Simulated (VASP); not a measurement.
Wanted: the native input for a VASP 6.6.1 run.

```yaml
Task: single point
Functional: HSE06
Dispersion: D3(BJ)
Potentials_or_basis: VASP PAW PBE potentials, release 64 (Al)
Cutoff: 520 eV
k_mesh: 8 × 8 × 8
Occupations: methfessel-paxton, width 0.1 eV
Spin: no spin polarisation
Dipole_correction: no
Grid_for_exact_exchange_PRECFOCK: Normal
Further_INCAR_settings: ALGO = Normal; EDIFF = 1e-07; NBANDS = 8
Screening_parameter: 0.2079 1/Å
```

The system is Al.

```
CELL_PARAMETERS angstrom
-1.56971 1.56971 1.56971
1.56971 -1.56971 1.56971
1.56971 1.56971 -1.56971
ATOMIC_POSITIONS crystal
Al 0.00000 0.00000 0.00000
```

One way to write it, as run:

POSCAR

```
Al
1.0
   -1.5697130985      1.5697130985      1.5697130985
    1.5697130985     -1.5697130985      1.5697130985
    1.5697130985      1.5697130985     -1.5697130985
Al
1
Direct
    0.0000000000      0.0000000000      0.0000000000
```

INCAR.step1

```
SYSTEM = Al
ALGO     = Normal         ! electronic algorithm
EDIFF    = 1E-5           ! SCF threshold, eV
ENCUT    = 520            ! plane-wave cutoff, eV
GGA      = PE             ! functional
ISIF     = 2              ! what is computed and relaxed
ISMEAR   = 1              ! smearing method
LASPH    = .True.         ! aspherical terms in the spheres
LCHARG   = .False.        ! write CHGCAR
LREAL    = .False.        ! projectors in reciprocal space
LWAVE    = .True.         ! write WAVECAR
NBANDS   = 8              ! bands
NELM     = 100            ! most SCF steps
PREC     = Accurate       ! precision mode
SIGMA    = 0.1            ! smearing width, eV
```

INCAR.step2

```
SYSTEM = Al
ALGO     = Normal         ! electronic algorithm
EDIFF    = 1E-7           ! SCF threshold, eV
ENCUT    = 520            ! plane-wave cutoff, eV
GGA      = PE             ! functional
HFSCREEN = 0.2079         ! screening, 1/A
ISIF     = 2              ! what is computed and relaxed
ISMEAR   = 1              ! smearing method
ISTART   = 1            
IVDW     = 12             ! dispersion correction
LASPH    = .True.         ! aspherical terms in the spheres
LCHARG   = .False.        ! write CHGCAR
LHFCALC  = .True.         ! exact exchange
LREAL    = .False.        ! projectors in reciprocal space
LWAVE    = .False.        ! write WAVECAR
NBANDS   = 8              ! bands
NELM     = 100            ! most SCF steps
PREC     = Accurate       ! precision mode
PRECFOCK = Normal       
SIGMA    = 0.1            ! smearing width, eV
VDW_A1   = 0.383        
VDW_A2   = 5.685        
VDW_S6   = 1.0          
VDW_S8   = 2.31
```

KPOINTS

```
k-points
0
Gamma
  8 8 8
  0 0 0
```

Potentials or basis: VASP PAW PBE potentials, release 64 (Al).

Launch:

```sh
$ cat potpaw_PBE.64/Al/POTCAR > POTCAR
$ cp INCAR.step1 INCAR
$ mpirun -np 1 vasp_std > vasp.out
$ cp INCAR.step2 INCAR
$ mpirun -np 1 vasp_std > vasp.out
```

Results of the run:

```json
{
  "Pressure": "1.3 GPa",
  "Dispersion energy per atom": "-0.462 eV"
}
```

Caveat: three body term missing; the PAW data sets were made with another functional, which shifts forces and pressure a little; pairwise dispersion overbinds metals, which lowers pressure and volume.

Wall time 3.1 min on 1 thread of Intel Xeon 6975P-C (shared host), peak memory 0.24 GiB.
